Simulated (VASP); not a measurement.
Write the native input for VASP 6.6.1 that does the following.

- Task: single point
- Functional: PBEsol
- Potentials or basis: VASP PAW PBE potentials, release 64 (Ni, O)
- Cutoff: 520 eV
- k mesh: 12 × 12 × 6
- Occupations: gaussian, width 0.05 eV
- Spin: no spin polarisation
- Dipole correction: no
- Further INCAR settings: ALGO = Normal; EDIFF = 1e-06; NBANDS = 18

The structure of NiO2 lies in POSCAR:

```
NiO2
1.0
    2.7478231521      0.0000000000      0.0000000000
   -1.3739115761      2.3796846548      0.0000000000
    0.0000000000      0.0000000000      5.1043562873
Ni O
1 2
Direct
    0.0000000000      0.0000000000      0.5000000000
    0.6666666667      0.3333333333      0.7379352920
    0.3333333333      0.6666666667      0.2620647080
```

This cell differs from its parent crystal: c/a of the conventional cell at fixed volume 1.8576.

The input as run:

INCAR

```
PREC = Accurate
ENCUT = 520
EDIFF = 1E-6
ISMEAR = 0
SIGMA = 0.05
LREAL = False
LASPH = True
NELM = 80
ALGO = Normal
ISIF = 2
LWAVE = False
LCHARG = False
GGA = PS
NBANDS = 18
```

KPOINTS

```
Automatic mesh
0
Gamma
  12 12 6
```

Potentials or basis: VASP PAW PBE potentials, release 64 (Ni, O).

Launch:

```console
$ cat potpaw_PBE.64/Ni/POTCAR potpaw_PBE.64/O/POTCAR > POTCAR
$ mpirun -np 1 vasp_std > vasp.out
```

It gave:

The pressure is -24.0 GPa, the largest force is 3.662 eV/Å and the band gap on the k mesh is 0.72 eV, indirect (least direct gap 0.75 eV).

Caveat: the PAW data sets were made with another functional, which shifts forces and pressure a little.

It took 77 s on 1 thread of Intel(R) Xeon(R) Platinum 8375C CPU @ 2.90GHz (Ice Lake), with other jobs on the host, peak memory 0.18 GiB.
